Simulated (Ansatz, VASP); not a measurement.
Two plane-wave programs on MnBr3

File INCAR:

```
PREC = Accurate
ENCUT = 520
EDIFF = 1E-7
ISMEAR = 0
SIGMA = 0.05
LREAL = F
LASPH = T
NELM = 150
ALGO = Normal
ISIF = 2
LWAVE = F
LCHARG = F
ISPIN = 2
MAGMOM = 4.03 0 0 0
LORBIT = 11
LMAXMIX = 4
GGA = PS
NBANDS = 29
```

KPOINTS

```
Automatic mesh
0
Gamma
  6 6 6
```

The input POSCAR:

```
MnBr3
1.0
    4.9587822328      0.0000000000      0.0000000000
    0.0000000000      4.9587822328      0.0000000000
    0.0000000000      0.0000000000      4.9587822328
Mn Br
1 3
Direct
    0.0000000000      0.0000000000      0.0000000000
    0.5000000000      0.0000000000      0.0000000000
    0.0000000000      0.0000000000      0.5000000000
    0.0000000000      0.5000000000      0.0000000000
```

Input for Ansatz:

```yaml
crystal:
  lattice:
    - [4.9587822328, 0.0, 0.0]
    - [0.0, 4.9587822328, 0.0]
    - [0.0, 0.0, 4.9587822328]
  atoms:
    - { symbol: Mn, position: [0.0, 0.0, 0.0], spin: 4.03 }
    - { symbol: Br, position: [0.5, 0.0, 0.0] }
    - { symbol: Br, position: [0.0, 0.0, 0.5] }
    - { symbol: Br, position: [0.0, 0.5, 0.0] }
basis:
  ecutwfc: 420
  ecutrho_ratio: 4
kpoints:
  mp_grid: { grid: [6, 6, 6] }
hamiltonian:
  xc: pbesol
scf:
  occupations: { method: gaussian, width: 0.05 }
output:
  forces: true
  stress: true
  eigenvalues: true
  populations: true
magnetization:
  spin_polarized: true
```

Alike in both runs: task single point; functional PBEsol; k mesh 6 × 6 × 6; occupations gaussian, width 0.05 eV; collinear spin.

```csv
,VASP,Ansatz
version,VASP 6.6.1,Ansatz 0.2.0
potentials or method,"VASP PAW PBE potentials, release 64 (Mn_pv, Br), cutoff 520 eV","scalar-relativistic, plane waves, PAW"
valence electrons in the cell,34,36
```

```csv
,VASP,Ansatz,Ansatz less VASP
gap on the k mesh at the Fermi level (eV),none,none,-
pressure (GPa),0.9,0.8,-0.06
net moment per atom (μB),1.04,1.04,-0.001
size of the moment on the site where the two differ most (μB),3.72,3.62,-0.092
```

VASP's potentials were made for PBE, not for PBEsol. Site moments also hang on the region over which each program counts them. A gap of «none» marks a metal or a gap that the smearing closes. VASP's potentials hold 34 valence electrons a cell and Ansatz's 36, so a difference there can come from the potentials and not from the codes.
